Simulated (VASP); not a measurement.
# HfO3 (ReO3 type) (Pm-3m) in VASP: single point with PBE

Aim: the single point of HfO3 (ReO3 type) with PBE.

Everything below comes from runs of VASP 6.6.1. Logs are shortened: lines on timing, memory, paths and dates and some standing lists are left out, and cuts for length are marked.

## 1. The cell of the first run

It takes space group Pm-3m (No. 221, cubic). Conventional cell: a = 4.053 Å, b = 4.053 Å, c = 4.053 Å, α = 90.00°, β = 90.00°, γ = 90.00°. Hf (site symmetry m-3m) has 6 O at 2.03 Å within 2.7 Å. Within 2.7 Å of O (site symmetry 4/mmm) lie 2 Hf at 2.03 Å.

## 2. Single point, PBE

INCAR

```
SYSTEM = HfO3
ALGO = Normal ; EDIFF = 1E-6
ENCUT = 520 ; GGA = PE
ISIF = 2 ; ISMEAR = -1
LASPH = .True. ; LCHARG = .False.
LREAL = .False. ; LWAVE = .False.
NBANDS = 22 ; NELM = 60
PREC = Accurate ; SIGMA = 0.06122561905347299
```

KPOINTS

```
k-points
0
Gamma
  26 26 26
  0 0 0
```

POSCAR

```
HfO3
1.0
    4.0528903254      0.0000000000      0.0000000000
    0.0000000000      4.0528903254      0.0000000000
    0.0000000000      0.0000000000      4.0528903254
Hf O
1 3
Direct
    0.0000000000      0.0000000000      0.0000000000
    0.5000000000      0.0000000000      0.0000000000
    0.0000000000      0.5000000000      0.0000000000
    0.0000000000      0.0000000000      0.5000000000
```

Potentials or basis: VASP PAW PBE potentials, release 64 (Hf_pv, O).

The run is started by

```bash
cat potpaw_PBE.64/Hf_pv/POTCAR potpaw_PBE.64/O/POTCAR > POTCAR
mpirun -np 1 vasp_std > vasp.out
```

OUTCAR:

```text
SYSTEM = HfO3
   EDIFF = 1E-6
   ENCUT = 520
   GGA = PE
   ISIF = 2
   ISMEAR = -1
   LASPH = .True.
   LREAL = .False.
   NELM = 60
   PREC = Accurate

 ion  position               nearest neighbor table
   1  0.000  0.000  0.000-   2 2.03   3 2.03   4 2.03   4 2.03   3 2.03   2 2.03
   2  0.500  0.000  0.000-   1 2.03   1 2.03
   3  0.000  0.500  0.000-   1 2.03   1 2.03
   4  0.000  0.000  0.500-   1 2.03   1 2.03

  LATTYP: Found a simple cubic cell.
 ALAT       =     4.0528903254

  Lattice vectors:

 A1 = (   4.0528903254,   0.0000000000,   0.0000000000)
 A2 = (   0.0000000000,   4.0528903254,   0.0000000000)
 A3 = (   0.0000000000,   0.0000000000,   4.0528903254)

Analysis of symmetry for initial positions (statically):
=====================================================================
 Subroutine PRICEL returns:
 Original cell was already a primitive cell.

 Routine SETGRP: Setting up the symmetry group for a
 simple cubic supercell.

 Subroutine GETGRP returns: Found 48 space group operations
 (whereof 48 operations were pure point group operations)
 out of a pool of 48 trial point group operations.

The static configuration has the point symmetry O_h .

Analysis of symmetry for dynamics (positions and initial velocities):
=====================================================================
 Subroutine PRICEL returns:
 Original cell was already a primitive cell.

 Routine SETGRP: Setting up the symmetry group for a
 simple cubic supercell.

 Subroutine GETGRP returns: Found 48 space group operations
 (whereof 48 operations were pure point group operations)
 out of a pool of 48 trial point group operations.

The dynamic configuration has the point symmetry O_h .

 Subroutine INISYM returns: Found 48 space group operations
 (whereof 48 operations are pure point group operations),
 and found     1 'primitive' translations

----------------------------------------------------------------------------------------

                                     Primitive cell

  volume of cell :      66.5725

  direct lattice vectors                    reciprocal lattice vectors
     4.052890325  0.000000000  0.000000000     0.246737493  0.000000000  0.000000000
     0.000000000  4.052890325  0.000000000     0.000000000  0.246737493  0.000000000
     0.000000000  0.000000000  4.052890325     0.000000000  0.000000000  0.246737493
[... 80 lines left out ...]
   ISTART =      0    job   : 0-new  1-cont  2-samecut
   ICHARG =      2    charge: 1-file 2-atom 10-const
   ISPIN  =      1    spin polarized calculation?
   LNONCOLLINEAR =      F non collinear calculations
   LSORBIT =      F    spin-orbit coupling
   LASPH  =      T    aspherical Exc in radial PAW
   ENCUT  =  520.0 eV  38.22 Ry    6.18 a.u.   7.54  7.54  7.54*2*pi/ulx,y,z
   NELM   =     60;   NELMIN=  2; NELMDL= -5     # of ELM steps
   EDIFF  = 0.1E-05   stopping-criterion for ELM
   LREAL  =      F    real-space projection
   EDIFFG = 0.1E-04   stopping-criterion for IOM
   NSW    =      0    number of steps for IOM
   IBRION =     -1    ionic relax: 0-MD 1-quasi-New 2-CG
   NFREE  =      0    steps in history (QN), initial steepest desc. (CG)
   ISIF   =      2    stress and relaxation
   ISYM   =      2    0-nonsym 1-usesym 2-fastsym
   POTIM  = 0.5000    time-step for ionic-motion
   TEBEG  =    0.0;   TEEND  =   0.0 temperature during run
   PSTRESS=    0.0 pullay stress
   NELECT =      28.0000    total number of electrons
   NUPDOWN=      -1.0000    fix difference up-down
   EMIN   =  10.00;   EMAX   =-10.00  energy-range for DOS
   EFERMI =   0.00;   METHOD = LEGACY
   ISMEAR =    -1;   SIGMA  =   0.06  broadening in eV -4-tet -1-fermi 0-gaus
   EFERMI_NEDOS =   21; number of points for ismear=-14 and -15
   IALGO  =     38    algorithm
   IMIX   =      4    mixing-type and parameters
     AMIX     =   0.40;   BMIX     =  1.00
     AMIX_MAG =   1.60;   BMIX_MAG =  1.00
  volume/ion in A,a.u.               =      16.64       112.31
  Fermi-wavevector in a.u.,A,eV,Ry     =   1.226580  2.317901 20.469955  1.504499
  Thomas-Fermi vector in A             =   2.361576
   LORBIT       =      0    0 simple, 1 ext, 2 COOP (PROOUT), +10 PAW based schemes
   GGA     = PE    functional components
   LHFCALC =     F    Hartree Fock is set to
   AEXX    =    0.0000 exact exchange contribution
   IVDW    =     0    specifies the selected vdW correction
   LEPSILON=     F    determine dielectric tensor
   LRPA    =     F    only Hartree local field effects (RPA)
 non-spin polarized calculation
  energy-cutoff  :      520.00
  volume of cell :       66.57
 maximum number of plane-waves:      1856
   NGX = 15   NGY = 15   NGZ = 15

 number of electron      27.9999982 magnetization

 Free energy of the ion-electron system (eV)
  ---------------------------------------------------
  ext. energy  EPLUGINS =         0.00000000
  ---------------------------------------------------
  free energy    TOTEN  =       -32.53530545 eV

  energy without entropy =      -32.46655198  energy(sigma->0) =      -32.50092872

 E-fermi :  -1.8000     XC(G=0):  -8.6755

 val. band max:       -1.8004342125   @ k =   0.5000   0.3077   0.2308
 cond. band min:      -1.7993018436   @ k =   0.4231   0.1923   0.1538
 fundamental gap:      0.0011323689
 Fermi energy:        -1.8000208292

 k-point     1 :       0.0000    0.0000    0.0000
  band No.  band energies     occupation
      1     -29.5892      2.00000
      2     -29.5892      2.00000
      3     -29.5892      2.00000
      4     -18.3965      2.00000
      5     -17.8216      2.00000
      6     -17.8216      2.00000
[... 589 lines left out ...]
     21       8.9340      0.00000
     22      11.3384      0.00000

 [... further k-points ...]
[... 5 lines left out ...]
  --------------------------------------------------------------------------------------
  -------------------------------------------------------------------------------------
  Total        2.9855573      2.9855573      2.9855573      0.0000000      0.0000000      0.0000000
  in kB       71.8524274     71.8524274     71.8524274      0.0000000      0.0000000      0.0000000
  external PRESSURE =      71.8524274 kB  Pullay stress =       0.0000000 kB

 VOLUME and BASIS-vectors are now :
 -----------------------------------------------------------------------------
  energy-cutoff  :      520.00
  volume of cell :       66.57
      direct lattice vectors                 reciprocal lattice vectors
     4.052890325  0.000000000  0.000000000     0.246737493  0.000000000  0.000000000
     0.000000000  4.052890325  0.000000000     0.000000000  0.246737493  0.000000000
     0.000000000  0.000000000  4.052890325     0.000000000  0.000000000  0.246737493

 POSITION                                       TOTAL-FORCE (eV/Angst)
 -----------------------------------------------------------------------------------
      0.00000      0.00000      0.00000         0.000000      0.000000      0.000000
      2.02645      0.00000      0.00000         0.000000      0.000000      0.000000
      0.00000      2.02645      0.00000         0.000000      0.000000      0.000000
      0.00000      0.00000      2.02645         0.000000      0.000000      0.000000
 -----------------------------------------------------------------------------------
    total drift:                                0.000000      0.000000      0.000000

  FREE ENERGIE OF THE ION-ELECTRON SYSTEM (eV)
  ---------------------------------------------------
  free  energy   TOTEN  =       -32.5353054485 eV

  energy  without entropy=      -32.4665519834  energy(sigma->0) =      -32.50092872
```

OSZICAR:

```text
N       E                     dE             d eps       ncg     rms          rms(c)
DAV:   1     0.155321906806E+03    0.15532E+03   -0.15125E+04 24648   0.118E+03
DAV:   2    -0.269461652954E+02   -0.18227E+03   -0.17782E+03 33944   0.299E+02
DAV:   3    -0.359026220485E+02   -0.89565E+01   -0.87296E+01 30962   0.591E+01
DAV:   4    -0.359965824372E+02   -0.93960E-01   -0.93927E-01 30488   0.701E+00
DAV:   5    -0.359978830321E+02   -0.13006E-02   -0.13005E-02 32378   0.754E-01    0.709E+01
DAV:   6    -0.325757082331E+02    0.34222E+01   -0.12207E+01 27310   0.228E+01    0.539E+01
DAV:   7    -0.325287018988E+02    0.47006E-01   -0.56712E-01 29530   0.544E+00    0.173E+01
DAV:   8    -0.325364869984E+02   -0.77851E-02   -0.19203E-02 28838   0.121E+00    0.154E+00
DAV:   9    -0.325348279740E+02    0.16590E-02   -0.41696E-03 27346   0.524E-01    0.105E+00
DAV:  10    -0.325352552760E+02   -0.42730E-03   -0.84483E-04 26490   0.213E-01    0.292E-01
DAV:  11    -0.325352927344E+02   -0.37458E-04   -0.78302E-05 28282   0.628E-02    0.362E-02
DAV:  12    -0.325353046155E+02   -0.11881E-04   -0.11395E-05 25740   0.271E-02    0.460E-02
DAV:  13    -0.325353054485E+02   -0.83295E-06   -0.12703E-06 27188   0.915E-03
   1 F= -.32535305E+02 E0= -.32500929E+02  d E =-.687535E-01
```

Run time: 6.3 min. Hardware: 1 thread of Intel Xeon Platinum 8488C (Sapphire Rapids), shared host; peak memory 0.74 GiB.

What came out:

```
Free energy            : -32.5353 eV
Pressure               : 7.2 GPa
Band gap on the k mesh : zero (bands 14 and 15 overlap by 0.74 eV)
```

Caveat: the cell stands under pressure; spin-orbit coupling is left out, which moves the levels of the heavy elements.
